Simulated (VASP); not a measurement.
# WSe2 (P6_3/mmc) in VASP: notebook

Runs on WSe2. Level: PBE+D3(BJ). Tasks: single point.

Everything below comes from runs of VASP 6.6.1. Logs are shortened: lines on timing, memory, paths and dates and some standing lists are left out, and cuts for length are marked.

### 1 The cell of the first run

It takes space group P6_3/mmc (No. 194, hexagonal). Conventional cell: a = 3.176 Å, b = 3.176 Å, c = 13.628 Å, α = 90.00°, β = 90.00°, γ = 120.00°. Within 3.4 Å of W (site symmetry -6m2) lie 6 Se at 2.57 Å and 6 W at 3.18 Å. Se (site symmetry 3m) has 3 W at 2.57 Å and 6 Se at 3.18 Å within 3.4 Å.

### 2 Single point, PBE+D3(BJ)

File INCAR:

```
SYSTEM = WSe2
PREC = Accurate
ENCUT = 520
EDIFF = 1E-6
ISMEAR = 0
SIGMA = 0.05
LREAL = .FALSE.
LASPH = .TRUE.
NELM = 60
ALGO = Normal
ISIF = 2
LWAVE = .FALSE.
LCHARG = .FALSE.
GGA = PE
IVDW = 12
NBANDS = 35
```

File KPOINTS:

```
regular mesh
0
G
  12 12 4
  0 0 0
```

File POSCAR:

```
WSe2
1.0
    3.1764900923      0.0000000000      0.0000000000
   -1.5882450461      2.7509211148      0.0000000000
    0.0000000000      0.0000000000     13.6275728119
W Se
2 4
Direct
    0.3333333333      0.6666666667      0.2500000000
    0.6666666667      0.3333333333      0.7500000000
    0.3333333333      0.6666666667      0.6182912222
    0.6666666667      0.3333333333      0.1182912222
    0.3333333333      0.6666666667      0.8817087778
    0.6666666667      0.3333333333      0.3817087778
```

Potentials or basis: VASP PAW PBE potentials, release 64 (W_sv, Se).

Run with:

```bash
$ cat potpaw_PBE.64/W_sv/POTCAR potpaw_PBE.64/Se/POTCAR > POTCAR
$ mpirun -np 1 vasp_std > vasp.out
```

OUTCAR:

```text
SYSTEM = WSe2
   PREC = Accurate
   ENCUT = 520
   EDIFF = 1E-6
   ISMEAR = 0
   LREAL = .FALSE.
   LASPH = .TRUE.
   NELM = 60
   ISIF = 2
   GGA = PE
   IVDW = 12
 IVDW          = 12

 ion  position               nearest neighbor table
   1  0.333  0.667  0.250-   4 2.57   6 2.57   4 2.57   6 2.57   4 2.57   6 2.57
   2  0.667  0.333  0.750-   3 2.57   5 2.57   3 2.57   5 2.57   3 2.57   5 2.57
   3  0.333  0.667  0.618-   2 2.57   2 2.57   2 2.57
   4  0.667  0.333  0.118-   1 2.57   1 2.57   1 2.57
   5  0.333  0.667  0.882-   2 2.57   2 2.57   2 2.57
   6  0.667  0.333  0.382-   1 2.57   1 2.57   1 2.57

  LATTYP: Found a hexagonal cell.
 ALAT       =     3.1764900923
 C/A-ratio  =     4.2901354690

  Lattice vectors:

 A1 = (   3.1764900923,   0.0000000000,   0.0000000000)
 A2 = (  -1.5882450461,   2.7509211148,   0.0000000000)
 A3 = (   0.0000000000,   0.0000000000,  13.6275728119)

Analysis of symmetry for initial positions (statically):
=====================================================================
 Subroutine PRICEL returns:
 Original cell was already a primitive cell.

 Routine SETGRP: Setting up the symmetry group for a
 hexagonal supercell.

 Subroutine GETGRP returns: Found 24 space group operations
 (whereof 12 operations were pure point group operations)
 out of a pool of 24 trial point group operations.

The static configuration has the point symmetry D_3d.
 The point group associated with its full space group is D_6h.

Analysis of symmetry for dynamics (positions and initial velocities):
=====================================================================
 Subroutine PRICEL returns:
 Original cell was already a primitive cell.

 Routine SETGRP: Setting up the symmetry group for a
 hexagonal supercell.

 Subroutine GETGRP returns: Found 24 space group operations
 (whereof 12 operations were pure point group operations)
 out of a pool of 24 trial point group operations.

The dynamic configuration has the point symmetry D_3d.
 The point group associated with its full space group is D_6h.

 Subroutine INISYM returns: Found 24 space group operations
 (whereof 12 operations are pure point group operations),
 and found     1 'primitive' translations

----------------------------------------------------------------------------------------

                                     Primitive cell

  volume of cell :     119.0815

  direct lattice vectors                    reciprocal lattice vectors
     3.176490092  0.000000000  0.000000000     0.314812882  0.181757302  0.000000000
    -1.588245046  2.750921115  0.000000000     0.000000000  0.363514604  0.000000000
     0.000000000  0.000000000 13.627572812     0.000000000  0.000000000  0.073380639

  length of vectors
     3.176490092  3.176490092 13.627572812     0.363514604  0.363514604  0.073380639

  position of ions in fractional coordinates (direct lattice)
     0.333333333  0.666666667  0.250000000
     0.666666667  0.333333333  0.750000000
     0.333333333  0.666666667  0.618291222
     0.666666667  0.333333333  0.118291222
     0.333333333  0.666666667  0.881708778
     0.666666667  0.333333333  0.381708778

  ion indices of the primitive-cell ions
   primitive index   ion index
                 1           1
                 2           2
                 3           3
                 4           4
                 5           5
                 6           6

----------------------------------------------------------------------------------------

 KPOINTS: regular mesh

Automatic generation of k-mesh.
 Grid dimensions read from file:
 generate k-points for:   12   12    4

 Generating k-lattice:

  Cartesian coordinates                     Fractional coordinates (reciprocal lattice)
     0.026234407  0.015146442  0.000000000     0.083333333  0.000000000  0.000000000
     0.000000000  0.030292884  0.000000000     0.000000000  0.083333333  0.000000000
     0.000000000  0.000000000  0.018345160     0.000000000  0.000000000  0.250000000

  Length of vectors
     0.030292884  0.030292884  0.018345160

  Shift w.r.t. Gamma in fractional coordinates (k-lattice)
     0.000000000  0.000000000  0.000000000

 Subroutine IBZKPT returns following result:
 ===========================================

 Found     57 irreducible k-points:

 Following reciprocal coordinates:
            Coordinates               Weight
  0.000000  0.000000  0.000000      1.000000
  0.083333 -0.000000  0.000000      6.000000
  0.166667  0.000000  0.000000      6.000000
  0.250000  0.000000  0.000000      6.000000
  0.333333  0.000000  0.000000      6.000000
  0.416667  0.000000  0.000000      6.000000
[... 16 lines left out ...]
  0.250000  0.000000  0.250000     12.000000
  0.333333  0.000000  0.250000     12.000000
 [... further k-points ...]
   k-points           NKPTS =     57   k-points in BZ     NKDIM =     57   number of bands    NBANDS=     35
   number of dos      NEDOS =    301   number of ions     NIONS =      6
   total plane-waves  NPLWV =  62208
   dimension x,y,z NGX =    24 NGY =   24 NGZ =  108
   dimension x,y,z NGXF=    48 NGYF=   48 NGZF=  216
   ions per type =               2   4
   NGX,Y,Z   is equivalent  to a cutoff of  12.56, 12.56, 13.18 a.u.
   NGXF,Y,Z  is equivalent  to a cutoff of  25.12, 25.12, 26.35 a.u.
 SYSTEM =  WSe2
   PREC   = accura    normal or accurate (medium, high low for compatibility)
   ISTART =      0    job   : 0-new  1-cont  2-samecut
   ICHARG =      2    charge: 1-file 2-atom 10-const
   ISPIN  =      1    spin polarized calculation?
   LNONCOLLINEAR =      F non collinear calculations
   LSORBIT =      F    spin-orbit coupling
   LASPH  =      T    aspherical Exc in radial PAW
   ENCUT  =  520.0 eV  38.22 Ry    6.18 a.u.   5.91  5.91 25.34*2*pi/ulx,y,z
   NELM   =     60;   NELMIN=  2; NELMDL= -5     # of ELM steps
   EDIFF  = 0.1E-05   stopping-criterion for ELM
   LREAL  =      F    real-space projection
   EDIFFG = 0.1E-04   stopping-criterion for IOM
   NSW    =      0    number of steps for IOM
   IBRION =     -1    ionic relax: 0-MD 1-quasi-New 2-CG
   NFREE  =      0    steps in history (QN), initial steepest desc. (CG)
   ISIF   =      2    stress and relaxation
   ISYM   =      2    0-nonsym 1-usesym 2-fastsym
   POTIM  = 0.5000    time-step for ionic-motion
   TEBEG  =    0.0;   TEEND  =   0.0 temperature during run
   PSTRESS=    0.0 pullay stress
   NELECT =      52.0000    total number of electrons
   NUPDOWN=      -1.0000    fix difference up-down
   EMIN   =  10.00;   EMAX   =-10.00  energy-range for DOS
   EFERMI =   0.00;   METHOD = LEGACY
   ISMEAR =     0;   SIGMA  =   0.05  broadening in eV -4-tet -1-fermi 0-gaus
   EFERMI_NEDOS =   21; number of points for ismear=-14 and -15
   IALGO  =     38    algorithm
   IMIX   =      4    mixing-type and parameters
     AMIX     =   0.40;   BMIX     =  1.00
     AMIX_MAG =   1.60;   BMIX_MAG =  1.00
  volume/ion in A,a.u.               =      19.85       133.93
  Fermi-wavevector in a.u.,A,eV,Ry     =   1.242018  2.347074 20.988466  1.542609
  Thomas-Fermi vector in A             =   2.376391
   LORBIT       =      0    0 simple, 1 ext, 2 COOP (PROOUT), +10 PAW based schemes
   GGA     = PE    functional components
   LHFCALC =     F    Hartree Fock is set to
   AEXX    =    0.0000 exact exchange contribution
   IVDW    =    12    specifies the selected vdW correction
   LEPSILON=     F    determine dielectric tensor
   LRPA    =     F    only Hartree local field effects (RPA)
 non-spin polarized calculation
 Gauss-broadening in eV      SIGMA  =   0.05
  energy-cutoff  :      520.00
  volume of cell :      119.08
 maximum number of plane-waves:      3234
 NGX is ok and might be reduce to    24
   NGX = 11   NGY = 11   NGZ = 51

 number of electron      51.9999996 magnetization

 Free energy of the ion-electron system (eV)
  ---------------------------------------------------
  ext. energy  EPLUGINS =         0.00000000
  ---------------------------------------------------
  free energy    TOTEN  =       -42.71667868 eV

  energy without entropy =      -42.71667868  energy(sigma->0) =      -42.71667868

 E-fermi :   6.5129     XC(G=0): -10.8907

 val. band max:        6.3149639479   @ k =   0.3333   0.3333   0.0000
 cond. band min:       7.0520674862   @ k =   0.1667   0.1667   0.0000
 fundamental gap:      0.7371035383
 Fermi energy:         6.5129476576

 k-point     1 :       0.0000    0.0000    0.0000
  band No.  band energies     occupation
      1     -67.7709      2.00000
      2     -67.7709      2.00000
      3     -32.0684      2.00000
      4     -32.0683      2.00000
      5     -31.8012      2.00000
      6     -31.8012      2.00000
[... 27 lines left out ...]
     34       9.5025      0.00000
     35      11.3545      0.00000

 k-point     2 :       0.0833   -0.0000    0.0000
  band No.  band energies     occupation
      1     -67.7698      2.00000
      2     -67.7698      2.00000
      3     -32.0644      2.00000
      4     -32.0644      2.00000
      5     -31.8231      2.00000
      6     -31.8231      2.00000
[... 27 lines left out ...]
     34       9.6793      0.00000
     35      11.9032      0.00000

 k-point     3 :       0.1667    0.0000    0.0000
  band No.  band energies     occupation
      1     -67.7668      2.00000
      2     -67.7668      2.00000
      3     -32.0536      2.00000
      4     -32.0536      2.00000
      5     -31.8826      2.00000
      6     -31.8826      2.00000
[... 27 lines left out ...]
     34      10.0439      0.00000
     35      12.4590      0.00000

 k-point     4 :       0.2500    0.0000    0.0000
  band No.  band energies     occupation
      1     -67.7626      2.00000
      2     -67.7626      2.00000
      3     -32.0388      2.00000
      4     -32.0388      2.00000
      5     -31.9628      2.00000
      6     -31.9628      2.00000
[... 27 lines left out ...]
     34      10.3619      0.00000
     35      12.4771      0.00000

 k-point     5 :       0.3333    0.0000    0.0000
  band No.  band energies     occupation
      1     -67.7585      2.00000
      2     -67.7585      2.00000
      3     -32.0419      2.00000
      4     -32.0419      2.00000
      5     -32.0239      2.00000
      6     -32.0239      2.00000
[... 638 lines left out ...]
 k-point    22 :       0.1667    0.0000    0.2500
  band No.  band energies     occupation
      1     -67.7668      2.00000
      2     -67.7668      2.00000
      3     -32.0536      2.00000
      4     -32.0536      2.00000
      5     -31.8826      2.00000
      6     -31.8826      2.00000
[... 27 lines left out ...]
     34      10.0214      0.00000
     35      12.5743      0.00000

 k-point    23 :       0.2500    0.0000    0.2500
  band No.  band energies     occupation
      1     -67.7626      2.00000
      2     -67.7626      2.00000
      3     -32.0388      2.00000
      4     -32.0388      2.00000
      5     -31.9628      2.00000
      6     -31.9628      2.00000
[... 27 lines left out ...]
     34      10.3243      0.00000
     35      12.5146      0.00000

 k-point    24 :       0.3333    0.0000    0.2500
  band No.  band energies     occupation
      1     -67.7585      2.00000
      2     -67.7585      2.00000
      3     -32.0419      2.00000
      4     -32.0419      2.00000
      5     -32.0239      2.00000
      6     -32.0239      2.00000
[... 27 lines left out ...]
     34      10.4968      0.00000
     35      11.9100      0.00000

 [... further k-points ...]

------------------------ aborting loop because EDIFF is reached ----------------------------------------

 Edisp (eV)   -2.84739

 E8    (eV) :    -1.2694

  FORCE on cell =-STRESS in cart. coord.  units (eV):
  Direction    XX          YY          ZZ          XY          YZ          ZX
  --------------------------------------------------------------------------------------
  -------------------------------------------------------------------------------------
  Total       3.16551     3.16551    -8.61707     0.00000    -0.00000     0.00000
  in kB      42.59030    42.59030  -115.93806     0.00000    -0.00000     0.00000
  external pressure =      -10.25 kB  Pullay stress =        0.00 kB

 VOLUME and BASIS-vectors are now :
 -----------------------------------------------------------------------------
  energy-cutoff  :      520.00
  volume of cell :      119.08
      direct lattice vectors                 reciprocal lattice vectors
     3.176490092  0.000000000  0.000000000     0.314812882  0.181757302  0.000000000
    -1.588245046  2.750921115  0.000000000     0.000000000  0.363514604  0.000000000
     0.000000000  0.000000000 13.627572812     0.000000000  0.000000000  0.073380639

 POSITION                                       TOTAL-FORCE (eV/Angst)
 -----------------------------------------------------------------------------------
     -0.00000      1.83395      3.40689         0.000000      0.000000     -0.000000
      1.58825      0.91697     10.22068        -0.000000      0.000000     -0.000000
     -0.00000      1.83395      8.42581         0.000000      0.000000      1.007296
      1.58825      0.91697      1.61202        -0.000000     -0.000000      1.007296
     -0.00000      1.83395     12.01555         0.000000     -0.000000     -1.007296
      1.58825      0.91697      5.20176         0.000000     -0.000000     -1.007296
 -----------------------------------------------------------------------------------
    total drift:                                0.000000     -0.000000      0.000000

  FREE ENERGIE OF THE ION-ELECTRON SYSTEM (eV)
  ---------------------------------------------------
  free  energy   TOTEN  =       -45.5640646992 eV

  energy  without entropy=      -45.5640646992  energy(sigma->0) =      -45.56406470
```

Run time: 1.8 min. Hardware: 1 thread of Intel Xeon 6975P-C (Granite Rapids), shared host; peak memory 0.37 GiB.

Results:

```
Free energy                : -45.5641 eV
Pressure                   : -1.0 GPa
Largest force              : 1.007 eV/Å
Band gap on the k mesh     : 0.74 eV (least direct gap 1.38 eV)
Dispersion energy per atom : -0.475 eV
```

Forces in eV/Å, atoms in the order of the input:
```
W    0.000  0.000  0.000
W    0.000  0.000  0.000
Se   0.000  0.000  1.007
Se   0.000  0.000  1.007
Se   0.000  0.000 -1.007
Se   0.000  0.000 -1.007
```

Stress tensor (GPa, compression positive):
```
  4.26   0.00   0.00
  0.00   4.26   0.00
  0.00   0.00 -11.59
```

Caveat: the stress differs along the axes, from -12 to 4 GPa; spin-orbit coupling is left out, which moves the levels of the heavy elements; forces of over 1 eV/Å act on the atoms, so gaps and moduli don't describe the material at rest.

[end of part 1 of 2]
